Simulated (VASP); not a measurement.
# VCrC2 (R-3m) in VASP: settings compared

VCrC2 is run at these levels: PBE, PBEsol; tasks: single point.

Everything below comes from runs of VASP 6.6.1. Logs are shortened: lines on timing, memory, paths and dates and some standing lists are left out, and cuts for length are marked.

### Step 1. The cell of the first run

The structure is trigonal, space group R-3m (No. 166). The conventional cell has a = 2.921 Å, b = 2.921 Å, c = 14.218 Å, α = 90.00°, β = 90.00°, γ = 120.00°. Cr (site symmetry -3m) has 6 C at 2.05 Å within 2.7 Å. Within 2.7 Å of V (site symmetry -3m) lie 6 C at 2.07 Å. Within 2.7 Å of C (site symmetry 3m) lie 3 Cr at 2.05 Å and 3 V at 2.07 Å.

### Step 2. Single point, PBE, collinear spin, ferrimagnetic start

File INCAR:

```
  PREC = Accurate
  ENCUT = 520
  EDIFF = 1E-7
  ISMEAR = -1
  SIGMA = 0.05
  LREAL = F
  LASPH = T
  NELM = 150
  ALGO = Normal
  ISIF = 2
  LWAVE = F
  LCHARG = F
  ISPIN = 2
  MAGMOM = 3 -2 0 0
  LORBIT = 11
  LMAXMIX = 4
  GGA = PE
  NBANDS = 28
```

File KPOINTS:

```
regular mesh
0
Gamma
  11 11 11
```

File POSCAR:

```
VCrC2
1.0
    1.4606320425      0.8432963029      4.7393853233
   -1.4606320425      0.8432963029      4.7393853233
    0.0000000000     -1.6865926058      4.7393853233
Cr V C
1 1 2
Direct
    0.5000000000      0.5000000000      0.5000000000
    0.0000000000      0.0000000000      0.0000000000
    0.2487590000      0.2487590000      0.2487590000
    0.7512410000      0.7512410000      0.7512410000
```

Potentials or basis: VASP PAW PBE potentials, release 64 (Cr_pv, V_sv, C).

On the command line:

```sh
$ cat potpaw_PBE.64/Cr_pv/POTCAR potpaw_PBE.64/V_sv/POTCAR potpaw_PBE.64/C/POTCAR > POTCAR
$ mpirun -np 1 vasp_std > vasp.out
```

OUTCAR:

```text
PREC = Accurate
   ENCUT = 520
   EDIFF = 1E-7
   ISMEAR = -1
   LREAL = F
   LASPH = T
   NELM = 150
   ISIF = 2
   ISPIN = 2
   LORBIT = 11
   GGA = PE

 ion  position               nearest neighbor table
   1  0.500  0.500  0.500-   3 2.05   4 2.05   3 2.05   3 2.05   4 2.05   4 2.05   2 2.91   2 2.91
                             2 2.91   2 2.91   2 2.91   2 2.91
   2  0.000  0.000  0.000-   4 2.07   3 2.07   4 2.07   4 2.07   3 2.07   3 2.07   1 2.91   1 2.91
                             1 2.91   1 2.91   1 2.91   1 2.91
   3  0.249  0.249  0.249-   1 2.05   1 2.05   1 2.05   2 2.07   2 2.07   2 2.07
   4  0.751  0.751  0.751-   1 2.05   1 2.05   1 2.05   2 2.07   2 2.07   2 2.07

  LATTYP: Found a trigonal (rhomboedric) cell.
 ALAT       =     5.0305434956
 COS(alpha) =     0.8313905832

  Lattice vectors:

 A1 = (   1.4606320425,   0.8432963029,   4.7393853233)
 A2 = (  -1.4606320425,   0.8432963029,   4.7393853233)
 A3 = (   0.0000000000,  -1.6865926058,   4.7393853233)

Analysis of symmetry for initial positions (statically):
=====================================================================
 Subroutine PRICEL returns:
 Original cell was already a primitive cell.

 Routine SETGRP: Setting up the symmetry group for a
 trigonal (rhombohedral) supercell.

 Subroutine GETGRP returns: Found 12 space group operations
 (whereof 12 operations were pure point group operations)
 out of a pool of 12 trial point group operations.

The static configuration has the point symmetry D_3d.

Analysis of symmetry for dynamics (positions and initial velocities):
=====================================================================
 Subroutine PRICEL returns:
 Original cell was already a primitive cell.

 Routine SETGRP: Setting up the symmetry group for a
 trigonal (rhombohedral) supercell.

 Subroutine GETGRP returns: Found 12 space group operations
 (whereof 12 operations were pure point group operations)
 out of a pool of 12 trial point group operations.

The dynamic configuration has the point symmetry D_3d.

Analysis of structural, dynamic, and magnetic symmetry:
=====================================================================
 Subroutine PRICEL returns:
 Original cell was already a primitive cell.

 Routine SETGRP: Setting up the symmetry group for a
 trigonal (rhombohedral) supercell.

 Subroutine GETGRP returns: Found 12 space group operations
 (whereof 12 operations were pure point group operations)
 out of a pool of 12 trial point group operations.

The overall configuration has the point symmetry D_3d.

 Subroutine INISYM returns: Found 12 space group operations
 (whereof 12 operations are pure point group operations),
 and found     1 'primitive' translations

----------------------------------------------------------------------------------------

                                     Primitive cell

  volume of cell :      35.0263

  direct lattice vectors                    reciprocal lattice vectors
     1.460632042  0.843296303  4.739385323     0.342317562  0.197637137  0.070332609
    -1.460632042  0.843296303  4.739385323    -0.342317562  0.197637137  0.070332609
     0.000000000 -1.686592606  4.739385323     0.000000000 -0.395274273  0.070332609

  length of vectors
     5.030543496  5.030543496  5.030543496     0.401482785  0.401482785  0.401482785

  position of ions in fractional coordinates (direct lattice)
     0.500000000  0.500000000  0.500000000
     0.000000000  0.000000000  0.000000000
     0.248759000  0.248759000  0.248759000
     0.751241000  0.751241000  0.751241000

  ion indices of the primitive-cell ions
   primitive index   ion index
                 1           1
                 2           2
                 3           3
                 4           4

----------------------------------------------------------------------------------------

 KPOINTS: regular mesh

Automatic generation of k-mesh.
 Grid dimensions read from file:
 generate k-points for:   11   11   11

 Generating k-lattice:

  Cartesian coordinates                     Fractional coordinates (reciprocal lattice)
     0.031119778  0.017967012  0.006393874     0.090909091  0.000000000  0.000000000
    -0.031119778  0.017967012  0.006393874     0.000000000  0.090909091  0.000000000
     0.000000000 -0.035934025  0.006393874     0.000000000  0.000000000  0.090909091

  Length of vectors
     0.036498435  0.036498435  0.036498435

  Shift w.r.t. Gamma in fractional coordinates (k-lattice)
     0.000000000  0.000000000  0.000000000

 Subroutine IBZKPT returns following result:
 ===========================================

 Found    146 irreducible k-points:

 Following reciprocal coordinates:
            Coordinates               Weight
  0.000000  0.000000  0.000000      1.000000
  0.090909  0.000000  0.000000      6.000000
  0.181818 -0.000000  0.000000      6.000000
  0.272727 -0.000000  0.000000      6.000000
  0.363636  0.000000  0.000000      6.000000
  0.454545 -0.000000  0.000000      6.000000
[... 16 lines left out ...]
 -0.272727  0.181818 -0.000000     12.000000
 -0.181818  0.181818  0.000000      6.000000
 [... further k-points ...]
   k-points           NKPTS =    146   k-points in BZ     NKDIM =    146   number of bands    NBANDS=     28
   number of dos      NEDOS =    301   number of ions     NIONS =      4
   total plane-waves  NPLWV =  64000
   dimension x,y,z NGX =    40 NGY =   40 NGZ =   40
   dimension x,y,z NGXF=    80 NGYF=   80 NGZF=   80
   ions per type =               1   1   2
   NGX,Y,Z   is equivalent  to a cutoff of  13.22, 13.22, 13.22 a.u.
   NGXF,Y,Z  is equivalent  to a cutoff of  26.44, 26.44, 26.44 a.u.
 SYSTEM =  unknown system
   PREC   = accura    normal or accurate (medium, high low for compatibility)
   ISTART =      0    job   : 0-new  1-cont  2-samecut
   ICHARG =      2    charge: 1-file 2-atom 10-const
   ISPIN  =      2    spin polarized calculation?
   LNONCOLLINEAR =      F non collinear calculations
   LSORBIT =      F    spin-orbit coupling
   LASPH  =      T    aspherical Exc in radial PAW
   ENCUT  =  520.0 eV  38.22 Ry    6.18 a.u.   9.35  9.35  9.35*2*pi/ulx,y,z
   NELM   =    150;   NELMIN=  2; NELMDL= -5     # of ELM steps
   EDIFF  = 0.1E-06   stopping-criterion for ELM
   LREAL  =      F    real-space projection
   EDIFFG = 0.1E-05   stopping-criterion for IOM
   NSW    =      0    number of steps for IOM
   IBRION =     -1    ionic relax: 0-MD 1-quasi-New 2-CG
   NFREE  =      0    steps in history (QN), initial steepest desc. (CG)
   ISIF   =      2    stress and relaxation
   ISYM   =      2    0-nonsym 1-usesym 2-fastsym
   POTIM  = 0.5000    time-step for ionic-motion
   TEBEG  =    0.0;   TEEND  =   0.0 temperature during run
   PSTRESS=    0.0 pullay stress
   NELECT =      33.0000    total number of electrons
   NUPDOWN=      -1.0000    fix difference up-down
   EMIN   =  10.00;   EMAX   =-10.00  energy-range for DOS
   EFERMI =   0.00;   METHOD = LEGACY
   ISMEAR =    -1;   SIGMA  =   0.05  broadening in eV -4-tet -1-fermi 0-gaus
   EFERMI_NEDOS =   21; number of points for ismear=-14 and -15
   IALGO  =     38    algorithm
   IMIX   =      4    mixing-type and parameters
     AMIX     =   0.40;   BMIX     =  1.00
     AMIX_MAG =   1.60;   BMIX_MAG =  1.00
  volume/ion in A,a.u.               =       8.76        59.09
  Fermi-wavevector in a.u.,A,eV,Ry     =   1.604900  3.032822 35.044592  2.575705
  Thomas-Fermi vector in A             =   2.701332
   LORBIT       =     11    0 simple, 1 ext, 2 COOP (PROOUT), +10 PAW based schemes
   GGA     = PE    functional components
   LHFCALC =     F    Hartree Fock is set to
   AEXX    =    0.0000 exact exchange contribution
   IVDW    =     0    specifies the selected vdW correction
   LEPSILON=     F    determine dielectric tensor
   LRPA    =     F    only Hartree local field effects (RPA)
 spin polarized calculation
  energy-cutoff  :      520.00
  volume of cell :       35.03
 maximum number of plane-waves:       966
 NGX is ok and might be reduce to    40
   NGX = 19   NGY = 19   NGZ = 19

 number of electron      32.9999997 magnetization       0.2152013

 Free energy of the ion-electron system (eV)
  ---------------------------------------------------
  ext. energy  EPLUGINS =         0.00000000
  ---------------------------------------------------
  free energy    TOTEN  =       -37.46117950 eV

  energy without entropy =      -37.43238208  energy(sigma->0) =      -37.44678079

 E-fermi :  11.1087     XC(G=0): -13.5671

 val. band max:       11.1083554661   @ k =   0.4545   0.3636   0.3636
 cond. band min:      11.1122724293   @ k =   0.4545   0.2727   0.2727
 fundamental gap:      0.0039169633
 Fermi energy:        11.1086750224

 spin component 1

 k-point     1 :       0.0000    0.0000    0.0000
  band No.  band energies     occupation
      1     -53.8954      1.00000
      2     -32.8379      1.00000
      3     -32.7438      1.00000
      4     -32.7438      1.00000
      5     -27.8296      1.00000
      6     -27.5659      1.00000
[... 20 lines left out ...]
     27      19.2230      0.00000
     28      22.6075      0.00000

 k-point     2 :       0.0909    0.0000    0.0000
  band No.  band energies     occupation
      1     -53.8918      1.00000
      2     -32.8348      1.00000
      3     -32.7605      1.00000
      4     -32.7477      1.00000
      5     -27.8254      1.00000
      6     -27.5941      1.00000
[... 20 lines left out ...]
     27      19.9533      0.00000
     28      22.8945      0.00000

 k-point     3 :       0.1818   -0.0000    0.0000
  band No.  band energies     occupation
      1     -53.8819      1.00000
      2     -32.8264      1.00000
      3     -32.8051      1.00000
      4     -32.7582      1.00000
      5     -27.8138      1.00000
      6     -27.6691      1.00000
[... 616 lines left out ...]
      3     -32.8150      1.00000
      4     -32.8018      1.00000
      5     -27.8438      1.00000
      6     -27.7779      1.00000
[... 20 lines left out ...]
     27      22.8044      0.00000
     28      24.2420      0.00000

 k-point    24 :      -0.1818    0.1818    0.0000
  band No.  band energies     occupation
      1     -53.8627      1.00000
      2     -32.8773      1.00000
      3     -32.8104      1.00000
      4     -32.7922      1.00000
      5     -27.7902      1.00000
      6     -27.7900      1.00000
[... 20 lines left out ...]
     27      23.3937      0.00000
     28      23.7070      0.00000

 [... further k-points ...]

 spin component 2

 k-point     1 :       0.0000    0.0000    0.0000
  band No.  band energies     occupation
      1     -53.8922      1.00000
      2     -32.5758      1.00000
      3     -32.5123      1.00000
      4     -32.5123      1.00000
      5     -27.8247      1.00000
      6     -27.5635      1.00000
[... 20 lines left out ...]
     27      19.2334      0.00000
     28      22.6185      0.00000

 k-point     2 :       0.0909    0.0000    0.0000
  band No.  band energies     occupation
      1     -53.8885      1.00000
      2     -32.5726      1.00000
      3     -32.5292      1.00000
      4     -32.5163      1.00000
      5     -27.8204      1.00000
      6     -27.5917      1.00000
[... 20 lines left out ...]
     27      19.9647      0.00000
     28      22.9046      0.00000

 k-point     3 :       0.1818   -0.0000    0.0000
  band No.  band energies     occupation
      1     -53.8787      1.00000
      2     -32.5744      1.00000
      3     -32.5638      1.00000
      4     -32.5268      1.00000
      5     -27.8089      1.00000
      6     -27.6668      1.00000
[... 616 lines left out ...]
      3     -32.5843      1.00000
      4     -32.5387      1.00000
      5     -27.8416      1.00000
      6     -27.7733      1.00000
[... 20 lines left out ...]
     27      22.8162      0.00000
     28      24.2731      0.00000

 k-point    24 :      -0.1818    0.1818    0.0000
  band No.  band energies     occupation
      1     -53.8595      1.00000
      2     -32.6474      1.00000
      3     -32.5614      1.00000
      4     -32.5473      1.00000
      5     -27.7877      1.00000
      6     -27.7855      1.00000
[... 20 lines left out ...]
     27      23.4021      0.00000
     28      23.7276      0.00000

 [... further k-points ...]

------------------------ aborting loop because EDIFF is reached ----------------------------------------

  FORCE on cell =-STRESS in cart. coord.  units (eV):
  Direction    XX          YY          ZZ          XY          YZ          ZX
  --------------------------------------------------------------------------------------
  -------------------------------------------------------------------------------------
  Total       -0.5122970     -0.5122970     -0.6171327      0.0000000     -0.0000000      0.0000000
  in kB      -23.4335505    -23.4335505    -28.2289588      0.0000000     -0.0000000      0.0000000
  external PRESSURE =     -25.0320199 kB  Pullay stress =       0.0000000 kB

 VOLUME and BASIS-vectors are now :
 -----------------------------------------------------------------------------
  energy-cutoff  :      520.00
  volume of cell :       35.03
      direct lattice vectors                 reciprocal lattice vectors
     1.460632042  0.843296303  4.739385323     0.342317562  0.197637137  0.070332609
    -1.460632042  0.843296303  4.739385323    -0.342317562  0.197637137  0.070332609
     0.000000000 -1.686592606  4.739385323     0.000000000 -0.395274273  0.070332609

 POSITION                                       TOTAL-FORCE (eV/Angst)
 -----------------------------------------------------------------------------------
      0.00000      0.00000      7.10908         0.000000      0.000000      0.000000
      0.00000      0.00000      0.00000        -0.000000     -0.000000      0.000000
      0.00000      0.00000      3.53689        -0.000000     -0.000000      0.012567
      0.00000      0.00000     10.68126        -0.000000     -0.000000     -0.012567
 -----------------------------------------------------------------------------------
    total drift:                                0.000000      0.000000      0.000000

  FREE ENERGIE OF THE ION-ELECTRON SYSTEM (eV)
  ---------------------------------------------------
  free  energy   TOTEN  =       -37.4611795002 eV

  energy  without entropy=      -37.4323820796  energy(sigma->0) =      -37.44678079

 total charge

# of ion       s       p       d       tot
------------------------------------------
    1        0.333   6.447   4.321  11.101
    2        2.264   6.326   3.179  11.769
    3        0.894   1.525   0.000   2.419
    4        0.894   1.525   0.000   2.419
--------------------------------------------------
tot          4.385  15.822   7.500  27.707

 magnetization (x)

# of ion       s       p       d       tot
------------------------------------------
    1        0.001   0.002   0.228   0.231
    2       -0.001  -0.001   0.003   0.002
    3       -0.001  -0.007   0.000  -0.008
    4       -0.001  -0.007   0.000  -0.008
--------------------------------------------------
tot         -0.001  -0.013   0.231   0.217
```

Run time: 11 min. Hardware: 1 thread of Intel Xeon 6975P-C (Granite Rapids), shared host; peak memory 0.47 GiB.

What came out:

| Item | Value |
| --- | --- |
| Free energy | -37.4612 eV |
| Pressure | -2.5 GPa |
| Largest force | 0.013 eV/Å |
| Net moment | 0.22 μB per cell |
| Site moments | Cr +0.23; V +0.00; C -0.01 μB |
| Valence electrons inside the program's atomic spheres | Cr 11.10; V 11.77; C 2.42 |

Forces on the atoms (eV/Å):
```
Cr   0.000  0.000  0.000
V    0.000  0.000  0.000
C    0.000  0.000  0.013
C    0.000  0.000 -0.013
```

Stress tensor (GPa, compression positive):
```
-2.34  0.00  0.00
 0.00 -2.34  0.00
 0.00  0.00 -2.82
```

Levels at points of the mesh, in eV from the Fermi level:
Spin up:
```
           k point  band 15  band 16  band 17  band 18  band 19  band 20
(0.00, 0.00, 0.00)    -1.46    -0.56    -0.56     0.67     0.67     0.93
```
Spin down:
| k point | band 14 | band 15 | band 16 | band 17 | band 18 | band 19 |
| --- | --- | --- | --- | --- | --- | --- |
| (0.00, 0.00, 0.00) | -1.39 | -1.30 | -0.48 | -0.48 | 0.74 | 0.74 |

Caveat: an empty level that is flat over the whole mesh can mark a ghost state of the potentials, or a narrow d or f band.

### Step 3. Single point, PBEsol, collinear spin, ferromagnetic start

File INCAR:

```
SYSTEM = VCrC2
PREC = Accurate
ENCUT = 520
EDIFF = 1E-7
ISMEAR = -1
SIGMA = 0.05
LREAL = .False.
LASPH = .True.
NELM = 150
ALGO = Normal
ISIF = 2
LWAVE = .False.
LCHARG = .False.
ISPIN = 2
MAGMOM = 3 2 0 0
LORBIT = 11
NUPDOWN = 5.0
LMAXMIX = 4
GGA = PS
NBANDS = 28
```

File KPOINTS:

```
Automatic mesh
0
Gamma
  9 9 9
  0 0 0
```

POSCAR is that of step 2.

Potentials or basis: VASP PAW PBE potentials, release 64 (Cr_pv, V_sv, C).

On the command line:

```sh
$ cat potpaw_PBE.64/Cr_pv/POTCAR potpaw_PBE.64/V_sv/POTCAR potpaw_PBE.64/C/POTCAR > POTCAR
$ mpirun -np 1 vasp_std > vasp.out
```

Wall time 6 min (1 thread of Intel Xeon Platinum 8259CL at 2.50GHz (Skylake/Cascade Lake), shared host); peak memory 0.38 GiB.

Results (log left out):

```yaml
Free_energy: -36.8360 eV
Pressure: 23.6 GPa
Largest_force: 0.092 eV/Å
Net_moment: 5.00 μB per cell
Site_moments: Cr +2.63; V +1.55; C +0.16 μB
Valence_electrons_inside_the_program's_atomic_spheres: Cr 11.16; V 11.88; C 2.41
```

Forces in eV/Å, atoms in the order of the input:
```
Cr   0.000  0.000  0.000
V    0.000  0.000  0.000
C    0.000  0.000  0.092
C    0.000  0.000 -0.092
```

Stress tensor (GPa, compression positive):
```
23.01  0.00  0.00
 0.00 23.01  0.00
 0.00  0.00 24.72
```

Caveat: the cell stands under pressure; the PAW data sets were made with another functional, which shifts forces and pressure a little; the total moment is fixed, so each spin has its own Fermi level.
